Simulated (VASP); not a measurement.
# Tb (Fm-3m) in VASP: notebook, part 2 of 2

VASP 6.6.1. The steps go on from the part before.

## Step 3: Single point, PBE+U, collinear spin, ferromagnetic start

INCAR reads:

```
PREC     = Accurate       # precision mode
ENCUT    = 600            # plane-wave cutoff, eV
EDIFF    = 1E-6           # SCF threshold, eV
ISMEAR   = 0              # smearing method
SIGMA    = 0.05           # smearing width, eV
LREAL    = F              # projectors in reciprocal space
LASPH    = T              # aspherical terms in the spheres
NELM     = 200            # most SCF steps
ALGO     = Normal         # electronic algorithm
ISIF     = 2              # what is computed and relaxed
LWAVE    = F              # write WAVECAR
LCHARG   = F              # write CHGCAR
ISPIN    = 2              # spin polarisation
MAGMOM   = 6              # initial moments
LORBIT   = 11             # projections on sites
LMAXMIX  = 6              # l up to which the mixer works
LDAU     = T              # DFT+U
LDAUTYPE = 2            
LDAUL    = 3              # shell
LDAUU    = 6              # U, eV
LDAUJ    = 0            
LDAUPRINT= 1            
GGA      = PE             # functional
NBANDS   = 20             # bands
GGA_COMPAT= F
```

KPOINTS reads:

```
regular mesh
0
Gamma
  8 8 8
```

POSCAR reads:

```
Tb
1.0
    0.0000000000      2.5182754115      2.5182754115
    2.5182754115      0.0000000000      2.5182754115
    2.5182754115      2.5182754115      0.0000000000
Tb
1
Direct
    0.0000000000      0.0000000000      0.0000000000
```

Potentials or basis: VASP PAW PBE potentials, release 64 (Tb).

Run with:

```console
cat potpaw_PBE.64/Tb/POTCAR > POTCAR
mpirun -np 1 vasp_std > vasp.out
```

OUTCAR:

```text
PREC = Accurate
   ENCUT = 600
   EDIFF = 1E-6
   ISMEAR = 0
   LREAL = F
   LASPH = T
   NELM = 200
   ISIF = 2
   ISPIN = 2
   LORBIT = 11
   GGA = PE

 ion  position               nearest neighbor table
   1  0.000  0.000  0.000-

  LATTYP: Found a face centered cubic cell.
 ALAT       =     5.0365508230

  Lattice vectors:

 A1 = (   0.0000000000,   2.5182754115,   2.5182754115)
 A2 = (   2.5182754115,   0.0000000000,   2.5182754115)
 A3 = (   2.5182754115,   2.5182754115,   0.0000000000)

Analysis of symmetry for initial positions (statically):
=====================================================================
 Subroutine PRICEL returns:
 Original cell was already a primitive cell.

 Routine SETGRP: Setting up the symmetry group for a
 face centered cubic supercell.

 Subroutine GETGRP returns: Found 48 space group operations
 (whereof 48 operations were pure point group operations)
 out of a pool of 48 trial point group operations.

The static configuration has the point symmetry O_h .

Analysis of symmetry for dynamics (positions and initial velocities):
=====================================================================
 Subroutine PRICEL returns:
 Original cell was already a primitive cell.

 Routine SETGRP: Setting up the symmetry group for a
 face centered cubic supercell.

 Subroutine GETGRP returns: Found 48 space group operations
 (whereof 48 operations were pure point group operations)
 out of a pool of 48 trial point group operations.

The dynamic configuration has the point symmetry O_h .

Analysis of structural, dynamic, and magnetic symmetry:
[... 189 lines left out ...]
  o =  0.9823  v =  0.0000 -1.0000  0.0000 -0.0000  0.0000 -0.0000 -0.0000  0.0000  0.0000  0.0000  0.0000  0.0000  0.0000  0.0000      0.0000  0.0000  0.0000  0.0000  0.0000  0.0000  0.0000  0.0000  0.0000  0.0000  0.0000  0.0000  0.0000  0.0000
  o =  0.9837  v = -0.0000 -0.0000 -0.0000  1.0000 -0.0002  0.0000  0.0002  0.0000  0.0000  0.0000  0.0000  0.0000  0.0000  0.0000      0.0000  0.0000  0.0000  0.0000  0.0000  0.0000  0.0000  0.0000  0.0000  0.0000  0.0000  0.0000  0.0000  0.0000
  o =  0.9837  v =  0.0184 -0.0000  0.0142 -0.0003 -0.6122  0.0000  0.7904  0.0000  0.0000  0.0000  0.0000  0.0000  0.0000  0.0000      0.0000  0.0000  0.0000  0.0000  0.0000  0.0000  0.0000  0.0000  0.0000  0.0000  0.0000  0.0000  0.0000  0.0000
  o =  0.9837  v =  0.7904  0.0000  0.6122  0.0000  0.0142  0.0000 -0.0184  0.0000  0.0000  0.0000  0.0000  0.0000  0.0000  0.0000      0.0000  0.0000  0.0000  0.0000  0.0000  0.0000  0.0000  0.0000  0.0000  0.0000  0.0000  0.0000  0.0000  0.0000

 number of electron      19.0000004 magnetization       2.8395953

 Free energy of the ion-electron system (eV)
  ---------------------------------------------------
  ext. energy  EPLUGINS =         0.00000000
  ---------------------------------------------------
  free energy    TOTEN  =        -3.81612013 eV

  energy without entropy =       -3.79530538  energy(sigma->0) =       -3.80571275

 E-fermi :   2.9315     XC(G=0): -10.0169

 val. band max:        2.9241410326   @ k =   0.3750   0.2500   0.1250
 cond. band min:       2.9345585244   @ k =   0.5000   0.3750   0.1250
 fundamental gap:      0.0104174918
 Fermi energy:         2.9315251766

 spin component 1

 k-point     1 :       0.0000    0.0000    0.0000
  band No.  band energies     occupation
      1     -41.2098      1.00000
      2     -17.9003      1.00000
      3     -17.9003      1.00000
      4     -17.9003      1.00000
      5      -1.9611      1.00000
      6      -1.2997      1.00000
[... 1097 lines left out ...]
     19      15.5172      0.00000
     20      16.3709      0.00000

 [... further k-points ...]

------------------------ aborting loop because EDIFF is reached ----------------------------------------

  FORCE on cell =-STRESS in cart. coord.  units (eV):
  Direction    XX          YY          ZZ          XY          YZ          ZX
  --------------------------------------------------------------------------------------
  -------------------------------------------------------------------------------------
  Total        1.0354194      1.0354194      1.0354194      0.0000000      0.0000000      0.0000000
  in kB       51.9382359     51.9382359     51.9382359      0.0000000      0.0000000      0.0000000
  external PRESSURE =      51.9382359 kB  Pullay stress =       0.0000000 kB

 VOLUME and BASIS-vectors are now :
 -----------------------------------------------------------------------------
  energy-cutoff  :      600.00
  volume of cell :       31.94
      direct lattice vectors                 reciprocal lattice vectors
     0.000000000  2.518275411  2.518275411    -0.198548577  0.198548577  0.198548577
     2.518275411  0.000000000  2.518275411     0.198548577 -0.198548577  0.198548577
     2.518275411  2.518275411  0.000000000     0.198548577  0.198548577 -0.198548577

 POSITION                                       TOTAL-FORCE (eV/Angst)
 -----------------------------------------------------------------------------------
      0.00000      0.00000      0.00000        -0.000000      0.000000      0.000000
 -----------------------------------------------------------------------------------
    total drift:                               -0.000000     -0.000000     -0.000000

  FREE ENERGIE OF THE ION-ELECTRON SYSTEM (eV)
  ---------------------------------------------------
  free  energy   TOTEN  =        -3.8161201293 eV

  energy  without entropy=       -3.7953053789  energy(sigma->0) =       -3.80571275

 total charge

# of ion       s       p       d       f       tot
--------------------------------------------------
    1        2.084   5.587   0.394   8.444  16.509

 magnetization (x)

# of ion       s       p       d       f       tot
--------------------------------------------------
    1        0.002  -0.015   0.065   2.574   2.626
```

OSZICAR:

```text
N       E                     dE             d eps       ncg     rms          rms(c)
DAV:   1     0.117545338356E+03    0.11755E+03   -0.74378E+03  3012   0.525E+03
DAV:   2     0.131642381009E+02   -0.10438E+03   -0.90505E+02  2904   0.382E+02
[... 13 lines left out ...]
DAV:  67    -0.381611927877E+01   -0.10456E-04   -0.46626E-06  2892   0.198E-02    0.131E-01
DAV:  68    -0.381613008919E+01   -0.10810E-04   -0.10097E-05  2916   0.468E-02    0.116E-01
DAV:  69    -0.381612560535E+01    0.44838E-05   -0.36733E-06  2216   0.319E-02    0.877E-02
DAV:  70    -0.381612204401E+01    0.35613E-05   -0.42159E-06  1936   0.321E-02    0.623E-02
DAV:  71    -0.381611959093E+01    0.24531E-05   -0.16163E-05  2712   0.488E-02    0.156E-02
DAV:  72    -0.381612012934E+01   -0.53841E-06   -0.72584E-07  1964   0.737E-03
   1 F= -.38161201E+01 E0= -.38057128E+01  d E =-.208148E-01  mag=     2.8403
```

stdout:

```text
POSCAR found type information on POSCAR Tb
 POSCAR found :  1 types and       1 ions
 scaLAPACK will be used
 LDA part: xc-table for (Slater+PW92), standard interpolation
 POSCAR, INCAR and KPOINTS ok, starting setup
 FFT: planning ... GRIDC
 FFT: planning ... GRID_SOFT
 FFT: planning ... GRID
 WAVECAR not read
 entering main loop
```

Wall time 5.4 min (1 thread of AMD EPYC 7R43 (Zen 3), shared host); peak memory 0.18 GiB.

What came out:

```yaml
Free_energy: -3.8161 eV
Pressure: 5.2 GPa
Net_moment: 2.84 μB per cell
Site_moments: Tb +2.63 μB
Valence_electrons_inside_the_program's_atomic_spheres: Tb 16.51
```

Levels at points of the mesh, in eV from the Fermi level:
Spin up:
| k point | band 8 | band 9 | band 10 | band 11 | band 12 | band 13 | band 14 | band 15 |
| --- | --- | --- | --- | --- | --- | --- | --- | --- |
| (0.00, 0.00, 0.00) | -4.06 | -4.06 | 0.16 | 0.16 | 0.16 | 2.31 | 2.31 | 2.31 |
| (0.50, 0.00, 0.00) | -3.97 | -2.04 | -0.05 | -0.05 | 0.17 | 1.29 | 2.04 | 2.04 |
| (0.50, 0.50, 0.00) | -3.98 | -1.85 | -0.84 | -0.04 | -0.04 | -0.04 | 2.89 | 6.63 |
Spin down:
```csv
k point,band 4,band 5,band 6,band 7,band 8,band 9,band 10,band 11,band 12,band 13
"(0.00, 0.00, 0.00)",-19.89,-4.55,-2.23,-2.23,-2.23,2.67,2.67,2.67,4.60,4.68
"(0.50, 0.00, 0.00)",-20.01,-2.39,-2.39,-2.22,-1.65,1.57,2.43,2.43,4.38,5.01
"(0.50, 0.50, 0.00)",-20.21,-2.39,-2.37,-2.37,-1.58,-0.43,3.16,4.97,4.97,5.25
```

Eigenvalues of the final occupation matrices:
```tsv
site	spin	trace	eigenvalues
site 1 f	1	5.51	0.53 0.53 0.53 0.98 0.98 0.98 0.98
site 1 f	2	2.94	0.00 0.00 0.00 0.00 0.98 0.98 0.98
```

Caveat: the magnetic or orbital state may not be the lowest; the cell stands under pressure; spin-orbit coupling is left out, which moves the levels of the heavy elements. The state reached can hang on the start; a lower one may exist.

## Step 4: Single point, PBE+U, collinear spin, ferromagnetic start (32.07 Å³/atom)

This run uses another cell than the first one, of 32.07 Å³/atom.

INCAR reads:

```
ALGO = Normal
EDIFF = 1E-6
ENCUT = 600
GGA = PE
GGA_COMPAT = F
ISIF = 2
ISMEAR = 0
ISPIN = 2
LASPH = T
LCHARG = T
LDAU = T
LDAUJ = 0
LDAUL = 3
LDAUPRINT = 1
LDAUTYPE = 2
LDAUU = 6
LELF = T
LMAXMIX = 6
LORBIT = 11
LREAL = F
LVHAR = T
LWAVE = F
MAGMOM = 7.06
NBANDS = 20
NELM = 200
PREC = Accurate
SIGMA = 0.05
```

KPOINTS reads:

```
k-points
0
Gamma
  8 8 8
```

POSCAR reads:

```
Tb
1.0
    0.0000000000      2.5216286450      2.5216286450
    2.5216286450      0.0000000000      2.5216286450
    2.5216286450      2.5216286450      0.0000000000
Tb
1
Direct
    0.0000000000      0.0000000000      0.0000000000
```

Run with:

```console
cat potpaw_PBE.64/Tb/POTCAR > POTCAR
mpirun -np 1 vasp_std > vasp.out
```

Run time: 5.8 min. Hardware: 1 thread of AMD EPYC 7R43 (Zen 3), shared host; peak memory 0.18 GiB.

Results (log left out):

| Quantity | Value |
| --- | --- |
| Free energy | -8.9670 eV |
| Pressure | 0.9 GPa |
| Net moment | 6.66 μB per cell |
| Site moments | Tb +6.13 μB |
| Valence electrons inside the program's atomic spheres | Tb 16.22 |

Levels at points of the mesh, in eV from the Fermi level:
Spin up:
```csv
k point,band 11,band 12,band 13,band 14,band 15,band 16
"(0.00, 0.00, 0.00)",-7.51,-5.43,1.33,1.33,1.33,3.46
"(0.50, 0.00, 0.00)",-7.43,-2.68,0.58,1.08,1.08,5.27
"(0.50, 0.50, 0.00)",-7.40,-2.47,-1.56,2.11,5.17,5.85
```
Spin down:
```
           k point  band 3  band 4  band 5  band 6  band 7  band 8  band 9  band 10
(0.00, 0.00, 0.00)  -21.07  -21.07   -4.62   -4.32    1.92    1.92    1.92     2.24
(0.50, 0.00, 0.00)  -21.18  -21.18   -4.19   -1.84    1.28    2.02    2.02     2.05
(0.50, 0.50, 0.00)  -21.36  -21.36   -4.15   -1.74   -0.72    1.87    2.09     2.09
```

Eigenvalues of the final occupation matrices:
```csv
site,spin,trace,eigenvalues
site 1 f,1,6.94,0.99 0.99 0.99 0.99 0.99 0.99 0.99
site 1 f,2,0.99,0.00 0.00 0.00 0.00 0.00 0.00 0.98
```

Caveat: the magnetic or orbital state may not be the lowest; spin-orbit coupling is left out, which moves the levels of the heavy elements. The state reached can hang on the start; a lower one may exist.

## Step 5: Summary

```tsv
cell	k mesh	gap on the mesh (eV)	pressure (GPa)	moment (μB)
a = 3.561 Å, angles 60.0°, 1 atom	5 × 5 × 5	none	0.7	6.70
a = 3.561 Å, angles 60.0°, 1 atom	8 × 8 × 8	none	5.2	2.84
a = 3.566 Å, angles 60.0°, 1 atom	8 × 8 × 8	none	0.9	6.66
```

Alike in all rows: task single point; level PBE+U; potentials or basis VASP PAW PBE potentials, release 64 (Tb); spin collinear, ferromagnetic start; Tb f U = 6.0 eV; cutoff (eV) 600; smearing gaussian 0.05 eV.

Caveats: some runs use coarse meshes; the magnetic or orbital state may not be the lowest; spin-orbit coupling is left out, which moves the levels of the heavy elements; the cell stands under pressure (at least some runs).

Total energies depend on the potentials used, so only differences within one code and one set of settings carry meaning.
